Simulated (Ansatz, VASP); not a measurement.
## Two plane-wave programs on Pd

```
Pd
1.0
     0.00000    1.90676    1.90676
     1.90676    0.00000    1.90676
     1.90676    1.90676    0.00000
Pd
1
Direct
  0.00000 0.00000 0.00000
```

Alike in both runs: task single point; functional PBE0; k mesh 8 × 8 × 8; occupations fermi-dirac, width 0.05 eV; no spin polarisation.

|  | VASP | Ansatz |
| --- | --- | --- |
| version | VASP 6.6.1 | Ansatz 0.2.0 |
| potentials or method | VASP PAW PBE potentials, release 64 (Pd) | Ansatz PAW |
| plane-wave cutoff (eV) | 520 | 420 |
| valence electrons in the cell | 10 | 18 |

|  | VASP | Ansatz | Ansatz less VASP |
| --- | --- | --- | --- |
| gap on the k mesh at the Fermi level (eV) | none | none | - |
| pressure (GPa) | 17.0 | 16.8 | -0.16 |

A gap of «none» marks a metal or a gap that the smearing closes. VASP's potentials hold 10 valence electrons a cell and Ansatz's 18, so a difference there can come from the potentials and not from the codes.
